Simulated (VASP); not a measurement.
# AlO5 (P6/mmm) in VASP: a series of runs

AlO5 is run at these levels: PBE; tasks: single point, relaxation of cell and atoms.

Program: VASP 6.6.1. These are calculated values, not measurements. Logs are shortened: lines on timing, memory, paths and dates and some standing lists are left out, and cuts for length are marked.

## Step 1: The cell of the first run

It takes space group P6/mmm (No. 191, hexagonal). The conventional cell has a = 4.409 Å, b = 4.409 Å, c = 3.588 Å, α = 90.00°, β = 90.00°, γ = 120.00°. Within 3.4 Å of Al (site symmetry 6/mmm) lie 18 O at 2.55 to 2.84 Å. Within 2.9 Å of O (site symmetry -6m2) lie 9 O at 2.20 to 2.55 Å and 3 Al at 2.55 Å. Within 2.9 Å of O (site symmetry mmm) lie 8 O at 2.20 Å and 4 Al at 2.84 Å.

## Step 2: Single point, PBE

INCAR reads:

```
SYSTEM = AlO5
PREC = Accurate ; ENCUT = 520
EDIFF = 1E-6 ; ISMEAR = 0
SIGMA = 0.1 ; LREAL = .FALSE.
LASPH = .TRUE. ; NELM = 80
ALGO = Normal ; ISIF = 2
LWAVE = .FALSE. ; LCHARG = .TRUE.
GGA = PE ; LELF = .TRUE.
LVHAR = .TRUE. ; NBANDS = 26
```

KPOINTS reads:

```
regular mesh
0
G
  6 6 6
  0 0 0
```

POSCAR reads:

```
AlO5
1.0
    4.4093956500      0.0000000000      0.0000000000
   -2.2046978300      3.8186486500      0.0000000000
    0.0000000000      0.0000000000      3.5876915700
Al O
1 5
Direct
    0.0000000000      0.0000000000      0.0000000000
    0.3333333300      0.6666666700      0.0000000000
    0.6666666700      0.3333333300      0.0000000000
    0.5000000000      0.0000000000      0.5000000000
    0.5000000000      0.5000000000      0.5000000000
    0.0000000000      0.5000000000      0.5000000000
```

Potentials or basis: VASP PAW PBE potentials, release 64 (Al, O).

On the command line:

```sh
$ cat potpaw_PBE.64/Al/POTCAR potpaw_PBE.64/O/POTCAR > POTCAR
$ mpirun -np 1 vasp_std > vasp.out
```

OUTCAR:

```text
SYSTEM = AlO5
   PREC = Accurate
   ENCUT = 520
   EDIFF = 1E-6
   ISMEAR = 0
   LREAL = .FALSE.
   LASPH = .TRUE.
   NELM = 80
   ISIF = 2
   GGA = PE

 ion  position               nearest neighbor table
   1  0.000  0.000  0.000-   2 2.55   3 2.55   3 2.55   2 2.55   3 2.55   2 2.55
   2  0.333  0.667  0.000-   1 2.55   1 2.55   1 2.55
   3  0.667  0.333  0.000-   1 2.55   1 2.55   1 2.55
   4  0.500  0.000  0.500-
   5  0.500  0.500  0.500-
   6  0.000  0.500  0.500-

  LATTYP: Found a hexagonal cell.
 ALAT       =     4.4093956500
 C/A-ratio  =     0.8136470063

  Lattice vectors:

 A1 = (   4.4093956500,   0.0000000000,   0.0000000000)
 A2 = (  -2.2046978300,   3.8186486500,   0.0000000000)
 A3 = (   0.0000000000,   0.0000000000,   3.5876915700)

Analysis of symmetry for initial positions (statically):
=====================================================================
 Subroutine PRICEL returns:
 Original cell was already a primitive cell.

 Routine SETGRP: Setting up the symmetry group for a
 hexagonal supercell.

 Subroutine GETGRP returns: Found 24 space group operations
 (whereof 24 operations were pure point group operations)
 out of a pool of 24 trial point group operations.

The static configuration has the point symmetry D_6h.

Analysis of symmetry for dynamics (positions and initial velocities):
=====================================================================
 Subroutine PRICEL returns:
 Original cell was already a primitive cell.

 Routine SETGRP: Setting up the symmetry group for a
 hexagonal supercell.

 Subroutine GETGRP returns: Found 24 space group operations
 (whereof 24 operations were pure point group operations)
 out of a pool of 24 trial point group operations.

The dynamic configuration has the point symmetry D_6h.

 Subroutine INISYM returns: Found 24 space group operations
 (whereof 24 operations are pure point group operations),
 and found     1 'primitive' translations

----------------------------------------------------------------------------------------

                                     Primitive cell

  volume of cell :      60.4093

  direct lattice vectors                    reciprocal lattice vectors
     4.409395650  0.000000000  0.000000000     0.226788449  0.130936372  0.000000000
    -2.204697830  3.818648650  0.000000000     0.000000000  0.261872744  0.000000000
     0.000000000  0.000000000  3.587691570     0.000000000  0.000000000  0.278730761

  length of vectors
     4.409395650  4.409395654  3.587691570     0.261872744  0.261872744  0.278730761

  position of ions in fractional coordinates (direct lattice)
     0.000000000  0.000000000  0.000000000
     0.333333330  0.666666670  0.000000000
     0.666666670  0.333333330  0.000000000
     0.500000000  0.000000000  0.500000000
     0.500000000  0.500000000  0.500000000
     0.000000000  0.500000000  0.500000000

  ion indices of the primitive-cell ions
   primitive index   ion index
                 1           1
                 2           2
                 3           3
                 4           4
                 5           5
                 6           6

----------------------------------------------------------------------------------------

 KPOINTS: regular mesh

Automatic generation of k-mesh.
 Grid dimensions read from file:
 generate k-points for:    6    6    6

 Generating k-lattice:

  Cartesian coordinates                     Fractional coordinates (reciprocal lattice)
     0.037798075  0.021822729  0.000000000     0.166666667  0.000000000  0.000000000
     0.000000000  0.043645457  0.000000000     0.000000000  0.166666667  0.000000000
     0.000000000  0.000000000  0.046455127     0.000000000  0.000000000  0.166666667

  Length of vectors
     0.043645457  0.043645457  0.046455127

  Shift w.r.t. Gamma in fractional coordinates (k-lattice)
     0.000000000  0.000000000  0.000000000

 Subroutine IBZKPT returns following result:
 ===========================================

 Found     28 irreducible k-points:

 Following reciprocal coordinates:
            Coordinates               Weight
  0.000000  0.000000  0.000000      1.000000
  0.166667  0.000000  0.000000      6.000000
  0.333333  0.000000  0.000000      6.000000
  0.500000  0.000000  0.000000      3.000000
  0.166667  0.166667  0.000000      6.000000
  0.333333  0.166667  0.000000     12.000000
[... 16 lines left out ...]
  0.166667  0.000000  0.500000      6.000000
  0.333333  0.000000  0.500000      6.000000
 [... further k-points ...]
   k-points           NKPTS =     28   k-points in BZ     NKDIM =     28   number of bands    NBANDS=     26
   number of dos      NEDOS =    301   number of ions     NIONS =      6
   total plane-waves  NPLWV =  36288
   dimension x,y,z NGX =    36 NGY =   36 NGZ =   28
   dimension x,y,z NGXF=    72 NGYF=   72 NGZF=   56
   ions per type =               1   5
   NGX,Y,Z   is equivalent  to a cutoff of  13.57, 13.57, 12.97 a.u.
   NGXF,Y,Z  is equivalent  to a cutoff of  27.15, 27.15, 25.95 a.u.
 SYSTEM =  AlO5
   PREC   = accura    normal or accurate (medium, high low for compatibility)
   ISTART =      0    job   : 0-new  1-cont  2-samecut
   ICHARG =      2    charge: 1-file 2-atom 10-const
   ISPIN  =      1    spin polarized calculation?
   LNONCOLLINEAR =      F non collinear calculations
   LSORBIT =      F    spin-orbit coupling
   LASPH  =      T    aspherical Exc in radial PAW
   ENCUT  =  520.0 eV  38.22 Ry    6.18 a.u.   8.20  8.20  6.67*2*pi/ulx,y,z
   NELM   =     80;   NELMIN=  2; NELMDL= -5     # of ELM steps
   EDIFF  = 0.1E-05   stopping-criterion for ELM
   LREAL  =      F    real-space projection
[... 7 lines left out ...]
   TEBEG  =    0.0;   TEEND  =   0.0 temperature during run
   PSTRESS=    0.0 pullay stress
   NELECT =      33.0000    total number of electrons
   NUPDOWN=      -1.0000    fix difference up-down
   EMIN   =  10.00;   EMAX   =-10.00  energy-range for DOS
   EFERMI =   0.00;   METHOD = LEGACY
   ISMEAR =     0;   SIGMA  =   0.10  broadening in eV -4-tet -1-fermi 0-gaus
   EFERMI_NEDOS =   21; number of points for ismear=-14 and -15
   IALGO  =     38    algorithm
   IMIX   =      4    mixing-type and parameters
     AMIX     =   0.40;   BMIX     =  1.00
     AMIX_MAG =   1.60;   BMIX_MAG =  1.00
  volume/ion in A,a.u.               =      10.07        67.94
  Fermi-wavevector in a.u.,A,eV,Ry     =   1.338273  2.528970 24.367705  1.790976
  Thomas-Fermi vector in A             =   2.466757
   LORBIT       =      0    0 simple, 1 ext, 2 COOP (PROOUT), +10 PAW based schemes
   GGA     = PE    functional components
   LHFCALC =     F    Hartree Fock is set to
   AEXX    =    0.0000 exact exchange contribution
   IVDW    =     0    specifies the selected vdW correction
   LEPSILON=     F    determine dielectric tensor
   LRPA    =     F    only Hartree local field effects (RPA)
 non-spin polarized calculation
 Gauss-broadening in eV      SIGMA  =   0.10
  energy-cutoff  :      520.00
  volume of cell :       60.41
 maximum number of plane-waves:      1675
 NGX is ok and might be reduce to    36
   NGX = 17   NGY = 17   NGZ = 13

 number of electron      32.9999996 magnetization

 Free energy of the ion-electron system (eV)
  ---------------------------------------------------
  ext. energy  EPLUGINS =         0.00000000
  ---------------------------------------------------
  free energy    TOTEN  =       -20.67366380 eV

  energy without entropy =      -20.65346519  energy(sigma->0) =      -20.66356450

 E-fermi :   3.4501     XC(G=0): -10.9949

 val. band max:        3.4159451239   @ k =   0.3333   0.1667   0.3333
 cond. band min:       3.4618864415   @ k =   0.1667   0.0000   0.3333
 fundamental gap:      0.0459413176
 Fermi energy:         3.4500500223

 k-point     1 :       0.0000    0.0000    0.0000
  band No.  band energies     occupation
      1     -16.9930      2.00000
      2     -13.2008      2.00000
      3     -12.9247      2.00000
      4     -12.9247      2.00000
      5     -12.4534      2.00000
      6      -2.7718      2.00000
[... 18 lines left out ...]
     25      13.2463      0.00000
     26      16.3564      0.00000

 k-point     2 :       0.1667    0.0000    0.0000
  band No.  band energies     occupation
      1     -16.8544      2.00000
      2     -13.8527      2.00000
      3     -12.9438      2.00000
      4     -12.4969      2.00000
      5     -12.4110      2.00000
      6      -2.6298      2.00000
[... 18 lines left out ...]
     25      13.6099      0.00000
     26      16.5520      0.00000

 k-point     3 :       0.3333    0.0000    0.0000
  band No.  band energies     occupation
      1     -16.4762      2.00000
      2     -14.6765      2.00000
      3     -12.9820      2.00000
      4     -12.3119      2.00000
      5     -12.2402      2.00000
      6      -2.6892      2.00000
[... 18 lines left out ...]
     25      14.2976      0.00000
     26      16.9808      0.00000

 k-point     4 :       0.5000    0.0000    0.0000
  band No.  band energies     occupation
      1     -16.1406      2.00000
      2     -15.1736      2.00000
      3     -13.0007      2.00000
      4     -12.2349      2.00000
      5     -12.2014      2.00000
      6      -2.9474      2.00000
[... 18 lines left out ...]
     25      14.5992      0.00000
     26      17.0206      0.00000

 k-point     5 :       0.1667    0.1667    0.0000
  band No.  band energies     occupation
      1     -16.5917      2.00000
      2     -14.4639      2.00000
      3     -12.9857      2.00000
      4     -12.3389      2.00000
      5     -12.2759      2.00000
      6      -2.3840      2.00000
[... 18 lines left out ...]
     25      14.1222      0.00000
     26      16.9279      0.00000

 k-point     6 :       0.3333    0.1667    0.0000
  band No.  band energies     occupation
      1     -16.1514      2.00000
      2     -15.1486      2.00000
      3     -13.0332      2.00000
      4     -12.2413      2.00000
      5     -12.1814      2.00000
      6      -2.7398      2.00000
[... 427 lines left out ...]
 k-point    21 :       0.3333    0.3333    0.3333
  band No.  band energies     occupation
      1     -15.0131      2.00000
      2     -15.0131      2.00000
      3     -13.2126      2.00000
      4     -13.2126      2.00000
      5     -12.9587      2.00000
      6      -2.7298      2.00000
[... 18 lines left out ...]
     25      15.8964      0.00000
     26      15.8964      0.00000

 k-point    22 :       0.0000    0.0000    0.5000
  band No.  band energies     occupation
      1     -15.7416      2.00000
      2     -14.6088      2.00000
      3     -13.0019      2.00000
      4     -12.7988      2.00000
      5     -12.7988      2.00000
      6      -3.6678      2.00000
[... 18 lines left out ...]
     25      17.2017      0.00000
     26      17.2017      0.00000

 k-point    23 :       0.1667    0.0000    0.5000
  band No.  band energies     occupation
      1     -15.6090      2.00000
      2     -14.5203      2.00000
      3     -13.1079      2.00000
      4     -13.0511      2.00000
      5     -12.8154      2.00000
      6      -3.2974      2.00000
[... 18 lines left out ...]
     25      16.6008      0.00000
     26      16.9034      0.00000

 k-point    24 :       0.3333    0.0000    0.5000
  band No.  band energies     occupation
      1     -15.2473      2.00000
      2     -14.2882      2.00000
      3     -13.6344      2.00000
      4     -13.3740      2.00000
      5     -12.8483      2.00000
      6      -2.5256      2.00000
[... 18 lines left out ...]
     25      15.4817      0.00000
     26      16.4416      0.00000

 [... further k-points ...]

------------------------ aborting loop because EDIFF is reached ----------------------------------------

  FORCE on cell =-STRESS in cart. coord.  units (eV):
  Direction    XX          YY          ZZ          XY          YZ          ZX
  --------------------------------------------------------------------------------------
  -------------------------------------------------------------------------------------
  Total       -6.6460422     -6.6460422     -0.6123318      0.0000000      0.0000000     -0.0000000
  in kB     -176.2665092   -176.2665093    -16.2402802      0.0000002      0.0000000     -0.0000000
  external PRESSURE =    -122.9244329 kB  Pullay stress =       0.0000000 kB

 VOLUME and BASIS-vectors are now :
 -----------------------------------------------------------------------------
  energy-cutoff  :      520.00
  volume of cell :       60.41
      direct lattice vectors                 reciprocal lattice vectors
     4.409395650  0.000000000  0.000000000     0.226788449  0.130936372  0.000000000
    -2.204697830  3.818648650  0.000000000     0.000000000  0.261872744  0.000000000
     0.000000000  0.000000000  3.587691570     0.000000000  0.000000000  0.278730761

 POSITION                                       TOTAL-FORCE (eV/Angst)
 -----------------------------------------------------------------------------------
      0.00000      0.00000      0.00000         0.000000      0.000000      0.000000
     -0.00000      2.54577      0.00000        -0.000000      0.000000      0.000000
      2.20470      1.27288      0.00000         0.000000      0.000000      0.000000
      2.20470      0.00000      1.79385        -0.000000      0.000000      0.000000
      1.10235      1.90932      1.79385         0.000000      0.000000      0.000000
     -1.10235      1.90932      1.79385         0.000000      0.000000      0.000000
 -----------------------------------------------------------------------------------
    total drift:                                0.000000      0.000000      0.000000

  FREE ENERGIE OF THE ION-ELECTRON SYSTEM (eV)
  ---------------------------------------------------
  free  energy   TOTEN  =       -20.6736638039 eV

  energy  without entropy=      -20.6534651873  energy(sigma->0) =      -20.66356450
```

It took 23 s on 1 thread of AMD EPYC 9R45 (Zen 5), shared host; peak memory 0.16 GiB.

What came out:

```yaml
Free_energy: -20.6737 eV
Pressure: -12.3 GPa
```

Levels at points of the mesh, in eV from the Fermi level:
| k point | band 15 | band 16 | band 17 | band 18 | band 19 | band 20 |
| --- | --- | --- | --- | --- | --- | --- |
| (0.00, 0.00, 0.00) | -1.70 | -0.88 | -0.88 | 0.32 | 0.96 | 0.96 |
| (0.50, 0.00, 0.00) | -1.76 | -0.62 | -0.24 | 0.35 | 1.04 | 1.25 |
| (0.00, 0.00, 0.50) | 0.34 | 0.45 | 0.75 | 0.75 | 0.75 | 0.91 |
| (0.50, 0.00, 0.50) | -0.53 | -0.23 | 0.04 | 0.32 | 0.51 | 0.80 |

Caveat: an odd number of electrons without spin polarisation forces a metal; a magnetic or distorted state may lie lower.

## Step 3: Single point, PBE

This run uses another cell than the first one, of 11.70 Å³/atom, 1.162 times its volume.

INCAR reads:

```
SYSTEM = AlO5
PREC = Accurate
ENCUT = 520
EDIFF = 1E-6
ISMEAR = 0
SIGMA = 0.1
LREAL = .False.
LASPH = .True.
NELM = 80
ALGO = Normal
ISIF = 2
LWAVE = .False.
LCHARG = .False.
GGA = PE
NBANDS = 26
```

KPOINTS reads:

```
Automatic mesh
0
Gamma
  6 6 6
  0 0 0
```

POSCAR reads:

```
AlO5
1.0
    3.5655607588      0.0000000023      0.0000000000
   -1.7827803814      3.0878661947      0.0000000000
    0.0000000000      0.0000000000      6.3767516465
Al O
1 5
Direct
    0.0000000000      0.0000000000      0.0000000000
    0.3333333333      0.6666666667      0.0000000000
    0.6666666667      0.3333333333      0.0000000000
    0.5000000000      0.0000000000      0.5000000000
    0.5000000000      0.5000000000      0.5000000000
    0.0000000000      0.5000000000      0.5000000000
```

Potentials or basis: VASP PAW PBE potentials, release 64 (Al, O).

On the command line:

```sh
$ cat potpaw_PBE.64/Al/POTCAR potpaw_PBE.64/O/POTCAR > POTCAR
$ mpirun -np 1 vasp_std > vasp.out
```

Run time: 33 s. Hardware: 1 thread of AMD EPYC 9R45 (Zen 5), shared host; peak memory 0.16 GiB.

Results (log left out):

```
Free energy : -26.1125 eV
Pressure    : -0.1 GPa
```

Stress tensor (GPa, compression positive):
```
-0.13  0.00  0.00
 0.00 -0.13  0.00
 0.00  0.00  0.07
```

Levels at points of the mesh, in eV from the Fermi level:
| k point | band 14 | band 15 | band 16 | band 17 | band 18 | band 19 |
| --- | --- | --- | --- | --- | --- | --- |
| (0.00, 0.00, 0.00) | -1.70 | 0.05 | 0.09 | 0.09 | 2.10 | 3.74 |
| (0.50, 0.00, 0.00) | -0.98 | -0.71 | -0.68 | -0.60 | -0.05 | 0.49 |
| (0.00, 0.00, 0.50) | -1.70 | 0.06 | 0.10 | 0.10 | 2.58 | 3.74 |
| (0.50, 0.00, 0.50) | -0.98 | -0.70 | -0.67 | -0.59 | -0.04 | 0.49 |

Caveat: an odd number of electrons without spin polarisation forces a metal; a magnetic or distorted state may lie lower.

(Continued in part 2 of 2.)
